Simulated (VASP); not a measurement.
# RuC4 (P-3m1) in VASP: relaxation of cell and atoms with PBE

Aim: the relaxation of cell and atoms of RuC4 with PBE.

Program: VASP 6.6.1. These are calculated values, not measurements. Logs are shortened: lines on timing, memory, paths and dates and some standing lists are left out, and cuts for length are marked.

## (1) The cell of the first run

It takes space group P-3m1 (No. 164, trigonal). The conventional cell has a = 2.749 Å, b = 2.749 Å, c = 8.840 Å, α = 90.00°, β = 90.00°, γ = 120.00°. Within 2.6 Å of Ru (site symmetry -3m) lie 6 C at 1.98 Å. Within 2.9 Å of C (site symmetry 3m) lie 3 Ru at 1.98 Å and 12 C at 2.67 to 2.85 Å. C (site symmetry 3m) has 12 C at 2.67 to 2.75 Å within 3.5 Å.

The cell was generated, and may not be a known phase.

## (2) Relaxation of cell and atoms, PBE

File INCAR:

```
ALGO     = Normal         # electronic algorithm
EDIFF    = 1E-7           # SCF threshold, eV
EDIFFG   = -0.04          # ionic threshold
ENCUT    = 1300           # plane-wave cutoff, eV
GGA      = PE             # functional
GGA_COMPAT= F            
IBRION   = 2              # ionic algorithm
ISIF     = 3              # what is computed and relaxed
ISMEAR   = 0              # smearing method
LASPH    = T              # aspherical terms in the spheres
LCHARG   = F              # write CHGCAR
LREAL    = F              # projectors in reciprocal space
LWAVE    = F              # write WAVECAR
NELM     = 120            # most SCF steps
NELMIN   = 4            
NSW      = 90             # ionic steps
PREC     = Accurate       # precision mode
SIGMA    = 0.1            # smearing width, eV
```

File KPOINTS:

```
k-points
0
Gamma
  6 6 2
```

File POSCAR:

```
RuC4
1.0
    2.7492913600      0.0000000000      0.0000000000
   -1.3746456800      2.3809561600      0.0000000000
    0.0000000000      0.0000000000      8.8402951900
Ru C
1 4
Direct
    0.0000000000      0.0000000000      0.0000000000
    0.3333333300      0.6666666700      0.8658552800
    0.3333333300      0.6666666700      0.3767953500
    0.6666666700      0.3333333300      0.1341447200
    0.6666666700      0.3333333300      0.6232046500
```

Potentials or basis: VASP PAW PBE potentials, release 64 (Ru_sv, C_h).

Started as:

```sh
cat potpaw_PBE.64/Ru_sv/POTCAR potpaw_PBE.64/C_h/POTCAR > POTCAR
mpirun -np 1 vasp_std > vasp.out
```

OUTCAR:

```text
EDIFF = 1E-7
   EDIFFG = -0.04
   ENCUT = 1300
   GGA = PE
   IBRION = 2
   ISIF = 3
   ISMEAR = 0
   LASPH = T
   LREAL = F
   NELM = 120
   NELMIN = 4
   NSW = 90
   PREC = Accurate

 ion  position               nearest neighbor table
   1  0.000  0.000  0.000-   2 1.98   4 1.98   2 1.98   4 1.98   4 1.98   2 1.98
   2  0.333  0.667  0.866-   1 1.98   1 1.98   1 1.98
   3  0.333  0.667  0.377-
   4  0.667  0.333  0.134-   1 1.98   1 1.98   1 1.98
   5  0.667  0.333  0.623-

  LATTYP: Found a hexagonal cell.
 ALAT       =     2.7492913600
 C/A-ratio  =     3.2154813850

  Lattice vectors:

 A1 = (   2.7492913600,   0.0000000000,   0.0000000000)
 A2 = (  -1.3746456800,   2.3809561600,   0.0000000000)
 A3 = (   0.0000000000,   0.0000000000,   8.8402951900)

Analysis of symmetry for initial positions (statically):
=====================================================================
 Subroutine PRICEL returns:
 Original cell was already a primitive cell.

 Routine SETGRP: Setting up the symmetry group for a
 hexagonal supercell.

 Subroutine GETGRP returns: Found 12 space group operations
 (whereof 12 operations were pure point group operations)
 out of a pool of 24 trial point group operations.

The static configuration has the point symmetry D_3d.

Analysis of symmetry for dynamics (positions and initial velocities):
=====================================================================
 Subroutine PRICEL returns:
 Original cell was already a primitive cell.

 Routine SETGRP: Setting up the symmetry group for a
 hexagonal supercell.

 Subroutine GETGRP returns: Found 12 space group operations
 (whereof 12 operations were pure point group operations)
 out of a pool of 24 trial point group operations.

The dynamic configuration has the point symmetry D_3d.

 Subroutine INISYM returns: Found 12 space group operations
 (whereof 12 operations are pure point group operations),
 and found     1 'primitive' translations

----------------------------------------------------------------------------------------

                                     Primitive cell

  volume of cell :      57.8681

  direct lattice vectors                    reciprocal lattice vectors
     2.749291360  0.000000000  0.000000000     0.363730092  0.209999667  0.000000000
    -1.374645680  2.380956160  0.000000000     0.000000000  0.419999333  0.000000000
     0.000000000  0.000000000  8.840295190     0.000000000  0.000000000  0.113118395

  length of vectors
     2.749291360  2.749291360  8.840295190     0.419999333  0.419999333  0.113118395

  position of ions in fractional coordinates (direct lattice)
     0.000000000  0.000000000  0.000000000
     0.333333330  0.666666670  0.865855280
     0.333333330  0.666666670  0.376795350
     0.666666670  0.333333330  0.134144720
     0.666666670  0.333333330  0.623204650

  ion indices of the primitive-cell ions
   primitive index   ion index
                 1           1
                 2           2
                 3           3
                 4           4
                 5           5

----------------------------------------------------------------------------------------

 KPOINTS: k-points

Automatic generation of k-mesh.
 Grid dimensions read from file:
 generate k-points for:    6    6    2

 Generating k-lattice:

  Cartesian coordinates                     Fractional coordinates (reciprocal lattice)
     0.060621682  0.034999944  0.000000000     0.166666667  0.000000000  0.000000000
     0.000000000  0.069999889  0.000000000     0.000000000  0.166666667  0.000000000
     0.000000000  0.000000000  0.056559197     0.000000000  0.000000000  0.500000000

  Length of vectors
     0.069999889  0.069999889  0.056559197

  Shift w.r.t. Gamma in fractional coordinates (k-lattice)
     0.000000000  0.000000000  0.000000000

 Subroutine IBZKPT returns following result:
 ===========================================

 Found     14 irreducible k-points:

 Following reciprocal coordinates:
            Coordinates               Weight
  0.000000  0.000000  0.000000      1.000000
  0.166667 -0.000000  0.000000      6.000000
  0.333333 -0.000000  0.000000      6.000000
  0.500000 -0.000000  0.000000      3.000000
  0.166667  0.166667  0.000000      6.000000
  0.333333  0.166667  0.000000     12.000000
  0.333333  0.333333  0.000000      2.000000
  0.000000  0.000000  0.500000      1.000000
  0.166667 -0.000000  0.500000      6.000000
  0.333333 -0.000000  0.500000      6.000000
  0.500000 -0.000000  0.500000      3.000000
  0.166667  0.166667  0.500000      6.000000
  0.333333  0.166667  0.500000     12.000000
  0.333333  0.333333  0.500000      2.000000
   k-points           NKPTS =     14   k-points in BZ     NKDIM =     14   number of bands    NBANDS=     20
   number of dos      NEDOS =    301   number of ions     NIONS =      5
   total plane-waves  NPLWV = 110592
   dimension x,y,z NGX =    32 NGY =   32 NGZ =  108
   dimension x,y,z NGXF=    64 NGYF=   64 NGZF=  216
   ions per type =               1   4
   NGX,Y,Z   is equivalent  to a cutoff of  19.35, 19.35, 20.31 a.u.
   NGXF,Y,Z  is equivalent  to a cutoff of  38.70, 38.70, 40.62 a.u.
 SYSTEM =  unknown system
   PREC   = accura    normal or accurate (medium, high low for compatibility)
   ISTART =      0    job   : 0-new  1-cont  2-samecut
   ICHARG =      2    charge: 1-file 2-atom 10-const
   ISPIN  =      1    spin polarized calculation?
   LNONCOLLINEAR =      F non collinear calculations
   LSORBIT =      F    spin-orbit coupling
   LASPH  =      T    aspherical Exc in radial PAW
   ENCUT  = 1300.0 eV  95.55 Ry    9.77 a.u.   8.08  8.08 25.99*2*pi/ulx,y,z
   NELM   =    120;   NELMIN=  4; NELMDL= -5     # of ELM steps
   EDIFF  = 0.1E-06   stopping-criterion for ELM
   LREAL  =      F    real-space projection
   EDIFFG = -.4E-01   stopping-criterion for IOM
   NSW    =     90    number of steps for IOM
   IBRION =      2    ionic relax: 0-MD 1-quasi-New 2-CG
   NFREE  =      1    steps in history (QN), initial steepest desc. (CG)
   ISIF   =      3    stress and relaxation
   ISYM   =      2    0-nonsym 1-usesym 2-fastsym
   POTIM  = 0.5000    time-step for ionic-motion
   TEBEG  =    0.0;   TEEND  =   0.0 temperature during run
   PSTRESS=    0.0 pullay stress
   NELECT =      32.0000    total number of electrons
   NUPDOWN=      -1.0000    fix difference up-down
   EMIN   =  10.00;   EMAX   =-10.00  energy-range for DOS
   EFERMI =   0.00;   METHOD = LEGACY
   ISMEAR =     0;   SIGMA  =   0.10  broadening in eV -4-tet -1-fermi 0-gaus
   EFERMI_NEDOS =   21; number of points for ismear=-14 and -15
   IALGO  =     38    algorithm
   IMIX   =      4    mixing-type and parameters
     AMIX     =   0.40;   BMIX     =  1.00
     AMIX_MAG =   1.60;   BMIX_MAG =  1.00
  volume/ion in A,a.u.               =      11.57        78.10
  Fermi-wavevector in a.u.,A,eV,Ry     =   1.343729  2.539281 24.566801  1.805609
  Thomas-Fermi vector in A             =   2.471780
   LORBIT       =      0    0 simple, 1 ext, 2 COOP (PROOUT), +10 PAW based schemes
   GGA     = PE    functional components
   LHFCALC =     F    Hartree Fock is set to
   AEXX    =    0.0000 exact exchange contribution
   IVDW    =     0    specifies the selected vdW correction
   LEPSILON=     F    determine dielectric tensor
   LRPA    =     F    only Hartree local field effects (RPA)
 conjugate gradient relaxation of ions
 non-spin polarized calculation
 Gauss-broadening in eV      SIGMA  =   0.10
  energy-cutoff  :     1300.00
  volume of cell :       57.87
 maximum number of plane-waves:      6192
   NGX = 17   NGY = 17   NGZ = 51

--------------------------------------- Ionic step        1  -------------------------------------------

 number of electron      32.0000000 magnetization

 Free energy of the ion-electron system (eV)
  ---------------------------------------------------
  ext. energy  EPLUGINS =         0.00000000
  ---------------------------------------------------
  free energy    TOTEN  =       -28.29354404 eV

  energy without entropy =      -28.26223188  energy(sigma->0) =      -28.27788796

------------------------ aborting loop because EDIFF is reached ----------------------------------------

  FORCE on cell =-STRESS in cart. coord.  units (eV):
  Direction    XX          YY          ZZ          XY          YZ          ZX
  --------------------------------------------------------------------------------------
  -------------------------------------------------------------------------------------
  Total        2.1162093      2.1162093      0.4445239      0.0000000     -0.0000000      0.0000000
  in kB       58.5909125     58.5909125     12.3074123      0.0000000     -0.0000000      0.0000000
  external PRESSURE =      43.1630791 kB  Pullay stress =       0.0000000 kB
[... 98 lines left out ...]
  FREE ENERGIE OF THE ION-ELECTRON SYSTEM (eV)
  ---------------------------------------------------
  free  energy   TOTEN  =       -28.9182230078 eV

  energy  without entropy=      -28.9081122302  energy(sigma->0) =      -28.91316762

 E-fermi :  11.3379     XC(G=0): -12.8991

 val. band max:       11.2998909048   @ k =   0.1667   0.1667   0.0000
 cond. band min:      11.3718921863   @ k =   0.5000  -0.0000   0.5000
 fundamental gap:      0.0720012814
 Fermi energy:        11.3378986743

 k-point     1 :       0.0000    0.0000    0.0000
  band No.  band energies     occupation
      1     -61.6538      2.00000
      2     -31.4302      2.00000
      3     -30.8011      2.00000
      4     -30.8011      2.00000
      5      -9.5321      2.00000
      6      -8.6656      2.00000
[... 12 lines left out ...]
     19      15.9236      0.00000
[... 283 lines left out ...]
      4     -31.1034      2.00000
      5      -2.4174      2.00000
      6      -2.4174      2.00000
[... 12 lines left out ...]
     19      11.8428      0.00000
     20      19.0078      0.00000

 E-fermi :   5.5942     XC(G=0): -10.0268

 val. band max:        5.5566559894   @ k =   0.3333   0.3333   0.5000
 cond. band min:       5.6586607371   @ k =   0.3333   0.1667   0.0000
 fundamental gap:      0.1020047478
 Fermi energy:         5.5942127390

 k-point     1 :       0.0000    0.0000    0.0000
  band No.  band energies     occupation
      1     -67.3661      2.00000
      2     -37.1511      2.00000
      3     -36.5212      2.00000
      4     -36.5212      2.00000
      5     -13.8129      2.00000
      6     -13.7925      2.00000
[... 12 lines left out ...]
     19       6.8638      0.00000
[... 283 lines left out ...]
      4     -36.8590      2.00000
      5      -6.9695      2.00000
      6      -6.9695      2.00000
[... 12 lines left out ...]
     19       5.6722      0.27034
     20      15.1174      0.00000

[... ionic steps 4 to 47 ...]

--------------------------------------- Ionic step       48  -------------------------------------------

 number of electron      32.0000000 magnetization

------------------------ aborting loop because EDIFF is reached ----------------------------------------

  FORCE on cell =-STRESS in cart. coord.  units (eV):
  Direction    XX          YY          ZZ          XY          YZ          ZX
  --------------------------------------------------------------------------------------
  -------------------------------------------------------------------------------------
  Total       -0.2642352     -0.2642352     -0.0454858      0.0000000     -0.0000000     -0.0000000
  in kB       -6.6161870     -6.6161870     -1.1389193      0.0000000     -0.0000000     -0.0000000
  external PRESSURE =      -4.7904311 kB  Pullay stress =       0.0000000 kB
[... 63 lines left out ...]
  energy  without entropy=      -43.8641209058  energy(sigma->0) =      -43.87673952

--------------------------------------- Ionic step       50  -------------------------------------------

 number of electron      32.0000001 magnetization

 Free energy of the ion-electron system (eV)
  ---------------------------------------------------
  ext. energy  EPLUGINS =         0.00000000
  ---------------------------------------------------
  free energy    TOTEN  =       -43.88996435 eV

  energy without entropy =      -43.86461271  energy(sigma->0) =      -43.87728853

 E-fermi :   5.1925     XC(G=0):  -9.7609

 val. band max:        5.1689358601   @ k =   0.3333   0.3333   0.5000
 cond. band min:       5.2528405083   @ k =   0.3333   0.1667   0.0000
 fundamental gap:      0.0839046482
 Fermi energy:         5.1924826576

 k-point     1 :       0.0000    0.0000    0.0000
  band No.  band energies     occupation
      1     -67.7663      2.00000
      2     -37.5547      2.00000
      3     -36.9188      2.00000
      4     -36.9188      2.00000
      5     -14.2142      2.00000
      6     -14.1987      2.00000
[... 12 lines left out ...]
     19       6.4657      0.00000
[... 330 lines left out ...]
  FREE ENERGIE OF THE ION-ELECTRON SYSTEM (eV)
  ---------------------------------------------------
  free  energy   TOTEN  =       -43.8899643487 eV

  energy  without entropy=      -43.8646127071  energy(sigma->0) =      -43.87728853

 reached required accuracy - stopping structural energy minimisation
```

Run time: 34 min. Hardware: 1 thread of Intel Xeon Platinum 8488C (Sapphire Rapids), shared host; peak memory 0.4 GiB.

Results:

| Quantity | Value |
| --- | --- |
| Free energy | -43.8900 eV |
| Relaxed volume | 12.81 Å³/atom |
| Relaxed cell | a = 2.479 Å, b = 2.479 Å, c = 12.037 Å, α = 90.00°, β = 90.00°, γ = 120.00° |
| Space group after relaxing (to 0.1 Å) | P6/mmm (No. 191) |
| Energy gained by relaxing | 3119.3 meV/atom |
| Ionic steps | 50 |
| Pressure after relaxing | 0.1 GPa |
| Largest force after relaxing | 0.027 eV/Å |
| Band gap on the k mesh | zero (bands 16 and 17 overlap by 1.67 eV) |

Forces on the atoms (eV/Å):
```
Ru   0.000  0.000  0.000
C    0.000  0.000 -0.027
C    0.000  0.000  0.012
C    0.000  0.000  0.027
C    0.000  0.000 -0.012
```

Step by step:
```csv
step,energy change (eV),largest force (eV/Å),pressure (GPa),volume (Å³)
1,0.0000,3.5601,4.32,57.87
3,-0.6247,0.7860,-18.31,60.39
5,-3.3577,1.7078,-14.71,45.90
7,-4.2305,4.0557,9.81,40.07
9,-5.1799,4.6861,84.61,31.62
11,-5.4373,4.6647,72.48,32.28
13,-5.8631,5.8486,86.13,31.30
15,-8.1259,7.2939,47.76,33.48
17,-9.3696,1.0622,-22.91,43.00
19,-10.3453,5.0394,-4.08,38.50
21,-12.4833,2.2307,-9.26,39.97
23,-12.7886,3.5603,-9.15,40.71
25,-13.8548,1.7181,33.64,38.72
27,-14.8019,0.9231,8.84,44.27
29,-15.0677,1.3334,2.31,47.50
31,-15.0327,2.9817,-0.62,58.47
33,-15.5044,0.6228,2.81,54.87
35,-15.5752,0.3914,2.00,60.27
37,-15.5854,0.2500,0.11,61.18
39,-15.5889,0.0655,0.30,61.28
41,-15.5894,0.0577,0.36,61.34
43,-15.5922,0.0912,0.51,61.94
45,-15.5931,0.1983,0.67,62.79
47,-15.5945,0.1760,0.17,63.30
49,-15.5958,0.1126,-0.31,64.01
50,-15.5964,0.0266,0.10,64.05
```

Final structure:
```
CELL_PARAMETERS angstrom
2.47880 0.00000 0.00000
-1.23940 2.14670 0.00000
0.00000 0.00000 12.03681
ATOMIC_POSITIONS crystal
Ru 0.00000 0.00000 0.00000
C 0.33333 0.66667 0.68024
C 0.33333 0.66667 0.31980
C 0.66667 0.33333 0.31976
C 0.66667 0.33333 0.68020
```

Caveat: the k points lie up to 0.49 Å⁻¹ apart in the final cell, too coarse for converged energies and pressures of a metal; a cell axis changed by over 15 % at a fixed basis, so the end point is rough; this functional lacks dispersion, which binds layers or chains, so the pressure and a relaxed spacing across them are unreliable.

The gap in the log of VASP goes by the Fermi energy; the results here count the filled bands.